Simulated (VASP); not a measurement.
# Cl (Pmmm) in VASP: a series of runs, part 2 of 2

VASP 6.6.1. Earlier steps stand in the parts before.

**3. Single point, PBE**

INCAR

```
ALGO     = Normal         # electronic algorithm
EDIFF    = 1E-6           # SCF threshold, eV
ENCUT    = 500            # plane-wave cutoff, eV
GGA      = PE             # functional
GGA_COMPAT= False        
ISIF     = 2              # what is computed and relaxed
ISMEAR   = 0              # smearing method
LASPH    = True           # aspherical terms in the spheres
LCHARG   = False          # write CHGCAR
LREAL    = False          # projectors in reciprocal space
LWAVE    = False          # write WAVECAR
NBANDS   = 10             # bands
NELM     = 120            # most SCF steps
PREC     = Accurate       # precision mode
SIGMA    = 0.1            # smearing width, eV
```

KPOINTS

```
k-points
0
Gamma
  24 16 16
```

POSCAR

```
Cl
1.0
    2.3194254955      0.0000000000      0.0000000000
    0.0000000000      3.6400388059      0.0000000000
    0.0000000000      0.0000000000      3.6526274364
Cl
1
Direct
    0.0000000000      0.0000000000      0.5000000000
```

Potentials or basis: VASP PAW PBE potentials, release 64 (Cl).

On the command line:

```console
$ cat potpaw_PBE.64/Cl/POTCAR > POTCAR
$ mpirun -np 1 vasp_std > vasp.out
```

OUTCAR:

```text
EDIFF = 1E-6
   ENCUT = 500
   GGA = PE
   ISIF = 2
   ISMEAR = 0
   LASPH = True
   LREAL = False
   NELM = 120
   PREC = Accurate

 ion  position               nearest neighbor table
   1  0.000  0.000  0.500-

  LATTYP: Found a simple orthorhombic cell.
 ALAT       =     2.3194254955
 B/A-ratio  =     1.5693708692
 C/A-ratio  =     1.5747983470

  Lattice vectors:

 A1 = (   2.3194254955,   0.0000000000,   0.0000000000)
 A2 = (   0.0000000000,   3.6400388059,   0.0000000000)
 A3 = (   0.0000000000,   0.0000000000,   3.6526274364)

Analysis of symmetry for initial positions (statically):
=====================================================================
 Subroutine PRICEL returns:
 Original cell was already a primitive cell.

 Routine SETGRP: Setting up the symmetry group for a
 simple orthorhombic supercell.

 Subroutine GETGRP returns: Found  8 space group operations
 (whereof  8 operations were pure point group operations)
 out of a pool of  8 trial point group operations.

The static configuration has the point symmetry D_2h.

Analysis of symmetry for dynamics (positions and initial velocities):
=====================================================================
 Subroutine PRICEL returns:
 Original cell was already a primitive cell.

 Routine SETGRP: Setting up the symmetry group for a
 simple orthorhombic supercell.

 Subroutine GETGRP returns: Found  8 space group operations
 (whereof  8 operations were pure point group operations)
 out of a pool of  8 trial point group operations.

The dynamic configuration has the point symmetry D_2h.

 Subroutine INISYM returns: Found  8 space group operations
 (whereof  8 operations are pure point group operations),
 and found     1 'primitive' translations

----------------------------------------------------------------------------------------

                                     Primitive cell

  volume of cell :      30.8384

  direct lattice vectors                    reciprocal lattice vectors
     2.319425495  0.000000000  0.000000000     0.431141247  0.000000000  0.000000000
     0.000000000  3.640038806  0.000000000     0.000000000  0.274722346  0.000000000
     0.000000000  0.000000000  3.652627436     0.000000000  0.000000000  0.273775527

  length of vectors
     2.319425495  3.640038806  3.652627436     0.431141247  0.274722346  0.273775527

  position of ions in fractional coordinates (direct lattice)
     0.000000000  0.000000000  0.500000000

  ion indices of the primitive-cell ions
   primitive index   ion index
                 1           1

----------------------------------------------------------------------------------------

 KPOINTS: k-points

Automatic generation of k-mesh.
 Grid dimensions read from file:
 generate k-points for:   24   16   16

 Generating k-lattice:

  Cartesian coordinates                     Fractional coordinates (reciprocal lattice)
     0.017964219  0.000000000  0.000000000     0.041666667  0.000000000  0.000000000
     0.000000000  0.017170147  0.000000000     0.000000000  0.062500000  0.000000000
     0.000000000  0.000000000  0.017110970     0.000000000  0.000000000  0.062500000

  Length of vectors
     0.017964219  0.017170147  0.017110970

  Shift w.r.t. Gamma in fractional coordinates (k-lattice)
     0.000000000  0.000000000  0.000000000

 Subroutine IBZKPT returns following result:
 ===========================================

 Found   1053 irreducible k-points:

 Following reciprocal coordinates:
            Coordinates               Weight
  0.000000  0.000000  0.000000      1.000000
  0.041667  0.000000  0.000000      2.000000
  0.083333  0.000000  0.000000      2.000000
  0.125000  0.000000  0.000000      2.000000
  0.166667  0.000000  0.000000      2.000000
  0.208333  0.000000  0.000000      2.000000
[... 16 lines left out ...]
  0.375000  0.062500  0.000000      4.000000
  0.416667  0.062500  0.000000      4.000000
 [... further k-points ...]
   k-points           NKPTS =   1053   k-points in BZ     NKDIM =   1053   number of bands    NBANDS=     10
   number of dos      NEDOS =    301   number of ions     NIONS =      1
   total plane-waves  NPLWV =  14112
   dimension x,y,z NGX =    18 NGY =   28 NGZ =   28
   dimension x,y,z NGXF=    36 NGYF=   56 NGZF=   56
   ions per type =               1
   NGX,Y,Z   is equivalent  to a cutoff of  12.90, 12.79, 12.74 a.u.
   NGXF,Y,Z  is equivalent  to a cutoff of  25.80, 25.58, 25.49 a.u.
 SYSTEM =  unknown system
   PREC   = accura    normal or accurate (medium, high low for compatibility)
   ISTART =      0    job   : 0-new  1-cont  2-samecut
   ICHARG =      2    charge: 1-file 2-atom 10-const
   ISPIN  =      1    spin polarized calculation?
   LNONCOLLINEAR =      F non collinear calculations
   LSORBIT =      F    spin-orbit coupling
   LASPH  =      T    aspherical Exc in radial PAW
   ENCUT  =  500.0 eV  36.75 Ry    6.06 a.u.   4.23  6.64  6.66*2*pi/ulx,y,z
   NELM   =    120;   NELMIN=  2; NELMDL= -5     # of ELM steps
   EDIFF  = 0.1E-05   stopping-criterion for ELM
   LREAL  =      F    real-space projection
   EDIFFG = 0.1E-04   stopping-criterion for IOM
   NSW    =      0    number of steps for IOM
   IBRION =     -1    ionic relax: 0-MD 1-quasi-New 2-CG
   NFREE  =      0    steps in history (QN), initial steepest desc. (CG)
   ISIF   =      2    stress and relaxation
   ISYM   =      2    0-nonsym 1-usesym 2-fastsym
   POTIM  = 0.5000    time-step for ionic-motion
   TEBEG  =    0.0;   TEEND  =   0.0 temperature during run
   PSTRESS=    0.0 pullay stress
   NELECT =       7.0000    total number of electrons
   NUPDOWN=      -1.0000    fix difference up-down
   EMIN   =  10.00;   EMAX   =-10.00  energy-range for DOS
   EFERMI =   0.00;   METHOD = LEGACY
   ISMEAR =     0;   SIGMA  =   0.10  broadening in eV -4-tet -1-fermi 0-gaus
   EFERMI_NEDOS =   21; number of points for ismear=-14 and -15
   IALGO  =     38    algorithm
   IMIX   =      4    mixing-type and parameters
     AMIX     =   0.40;   BMIX     =  1.00
     AMIX_MAG =   1.60;   BMIX_MAG =  1.00
  volume/ion in A,a.u.               =      30.84       208.11
  Fermi-wavevector in a.u.,A,eV,Ry     =   0.998643  1.887162 13.568923  0.997288
  Thomas-Fermi vector in A             =   2.130880
   LORBIT       =      0    0 simple, 1 ext, 2 COOP (PROOUT), +10 PAW based schemes
   GGA     = PE    functional components
   LHFCALC =     F    Hartree Fock is set to
   AEXX    =    0.0000 exact exchange contribution
   IVDW    =     0    specifies the selected vdW correction
   LEPSILON=     F    determine dielectric tensor
   LRPA    =     F    only Hartree local field effects (RPA)
 non-spin polarized calculation
 Gauss-broadening in eV      SIGMA  =   0.10
  energy-cutoff  :      500.00
  volume of cell :       30.84
 maximum number of plane-waves:       800
 NGX is ok and might be reduce to    18
   NGX =  9   NGY = 13   NGZ = 13

 number of electron       6.9999999 magnetization

 Free energy of the ion-electron system (eV)
  ---------------------------------------------------
  ext. energy  EPLUGINS =         0.00000000
  ---------------------------------------------------
  free energy    TOTEN  =        -1.64052938 eV

  energy without entropy =       -1.63537999  energy(sigma->0) =       -1.63795468

 E-fermi :  -1.0352     XC(G=0):  -7.3811

 val. band max:       -1.0370468409   @ k =   0.4167   0.0625   0.0625
 cond. band min:      -1.0332850480   @ k =   0.4583   0.3750   0.1875
 fundamental gap:      0.0037617929
 Fermi energy:        -1.0351880283

 k-point     1 :       0.0000    0.0000    0.0000
  band No.  band energies     occupation
      1     -16.9516      2.00000
      2      -3.2554      2.00000
      3      -3.2398      2.00000
      4       3.4680      0.00000
      5       4.9019      0.00000
      6       8.1903      0.00000
      7      13.3500      0.00000
      8      14.0883      0.00000
      9      17.2473      0.00000
     10      17.2958      0.00000
[... 287 lines left out ...]
 k-point    24 :       0.4167    0.0625    0.0000
  band No.  band energies     occupation
      1     -13.6690      2.00000
      2      -6.6880      2.00000
      3      -1.0292      0.93206
      4      -0.9929      0.54979
      5       9.5359      0.00000
      6      10.7760      0.00000
      7      10.8060      0.00000
      8      12.3177      0.00000
      9      14.1342      0.00000
     10      16.9744      0.00000

 [... further k-points ...]

------------------------ aborting loop because EDIFF is reached ----------------------------------------

  FORCE on cell =-STRESS in cart. coord.  units (eV):
  Direction    XX          YY          ZZ          XY          YZ          ZX
  --------------------------------------------------------------------------------------
  -------------------------------------------------------------------------------------
  Total       -0.0545240     -0.0109413     -0.0124632      0.0000000      0.0000000      0.0000000
  in kB       -2.8327382     -0.5684431     -0.6475131      0.0000000      0.0000000      0.0000000
  external PRESSURE =      -1.3495648 kB  Pullay stress =       0.0000000 kB

 VOLUME and BASIS-vectors are now :
 -----------------------------------------------------------------------------
  energy-cutoff  :      500.00
  volume of cell :       30.84
      direct lattice vectors                 reciprocal lattice vectors
     2.319425495  0.000000000  0.000000000     0.431141247  0.000000000  0.000000000
     0.000000000  3.640038806  0.000000000     0.000000000  0.274722346  0.000000000
     0.000000000  0.000000000  3.652627436     0.000000000  0.000000000  0.273775527

 POSITION                                       TOTAL-FORCE (eV/Angst)
 -----------------------------------------------------------------------------------
      0.00000      0.00000      1.82631         0.000000      0.000000      0.000000
 -----------------------------------------------------------------------------------
    total drift:                                0.000000     -0.000000      0.000000

  FREE ENERGIE OF THE ION-ELECTRON SYSTEM (eV)
  ---------------------------------------------------
  free  energy   TOTEN  =        -1.6405293755 eV

  energy  without entropy=       -1.6353799886  energy(sigma->0) =       -1.63795468
```

It took 4.9 min on 1 thread of Oxide Virtual Turin-like, shared host; peak memory 0.31 GiB.

Results:

```
Free energy            : -1.6405 eV
Pressure               : -0.1 GPa
Band gap on the k mesh : zero (an odd number of electrons rules out a gap without spin polarisation)
```

Stress tensor (GPa, compression positive):
```
-0.28  0.00  0.00
 0.00 -0.06  0.00
 0.00  0.00 -0.06
```

Caveat: an odd number of electrons without spin polarisation forces a metal; a magnetic or distorted state may lie lower.

**4. Relaxation of cell and atoms, PBE**

INCAR

```
PREC = Accurate
ENCUT = 500
EDIFF = 1E-7
ISMEAR = 0
SIGMA = 0.1
LREAL = False
LASPH = True
NELM = 120
ALGO = Normal
ISIF = 3
LWAVE = False
LCHARG = False
GGA = PE
IBRION = 2
NSW = 100
EDIFFG = -0.01
GGA_COMPAT = False
NELMIN = 4
```

KPOINTS

```
Automatic mesh
0
Gamma
  24 16 16
```

POSCAR is that of step 3.

On the command line:

```console
$ cat potpaw_PBE.64/Cl/POTCAR > POTCAR
$ mpirun -np 1 vasp_std > vasp.out
```

Run time: 6.3 min. Hardware: 1 thread of Oxide Virtual Turin-like, shared host; peak memory 0.26 GiB.

It converged, with:

- Free energy: -1.6406 eV
- Relaxed volume: 30.77 Å³/atom
- Relaxed cell: a = 2.316 Å, b = 3.639 Å, c = 3.651 Å, α = 90.00°, β = 90.00°, γ = 90.00°
- Space group after relaxing (to 0.1 Å): P4/mmm (No. 123)
- Energy gained by relaxing: 0.0 meV/atom
- Ionic steps: 3
- Pressure after relaxing: 0.0 GPa
- Band gap on the k mesh: zero (an odd number of electrons rules out a gap without spin polarisation)

Final structure:
```cif
data_structure
_symmetry_space_group_name_H-M 'P 1'
_symmetry_Int_Tables_number 1
_cell_length_a 2.3158
_cell_length_b 3.6391
_cell_length_c 3.6515
_cell_angle_alpha 90.000
_cell_angle_beta 90.000
_cell_angle_gamma 90.000
_cell_volume 30.77
loop_
_atom_site_label
_atom_site_type_symbol
_atom_site_fract_x
_atom_site_fract_y
_atom_site_fract_z
_atom_site_occupancy
Cl1 Cl 0.00000 0.00000 0.50000 1
```

Levels at points of the mesh, in eV from the Fermi level:
```tsv
k point	band 1	band 2	band 3	band 4	band 5	band 6	band 7
(0.00, 0.00, 0.00)	-15.94	-2.24	-2.22	4.54	5.92	9.21	14.40
(0.50, 0.00, 0.00)	-12.15	-6.46	0.27	0.28	11.25	11.28	12.38
(0.00, 0.50, 0.00)	-15.79	-3.68	-2.09	4.58	8.54	10.39	11.99
(0.50, 0.50, 0.00)	-12.02	-6.32	-0.67	0.37	8.21	11.64	14.16
(0.00, 0.00, 0.50)	-15.79	-3.67	-2.08	4.58	8.54	10.37	12.05
(0.50, 0.00, 0.50)	-12.02	-6.33	-0.66	0.38	8.21	11.66	14.16
(0.00, 0.50, 0.50)	-15.64	-3.39	-3.37	4.62	7.11	14.08	14.48
(0.50, 0.50, 0.50)	-11.89	-6.20	-0.51	-0.49	8.96	8.98	12.73
```

Caveat: an odd number of electrons without spin polarisation forces a metal; a magnetic or distorted state may lie lower.

**5. The runs side by side**

| task | cell | k mesh | gap on the mesh (eV) | pressure (GPa) |
| --- | --- | --- | --- | --- |
| single point | as given | 24 × 16 × 12 | none | -0.1 |
| single point | as given | 24 × 16 × 16 | none | -0.1 |
| relaxation of cell and atoms | relaxed | 24 × 16 × 16 | none | 0.0 |

Alike in all rows: level PBE; potentials or basis VASP PAW PBE potentials, release 64 (Cl); no spin polarisation; cutoff (eV) 500; smearing gaussian 0.1 eV.

Caveats: an odd number of electrons without spin polarisation forces a metal; a magnetic or distorted state may lie lower.

Absolute energies hang on the potentials; compare differences alone.
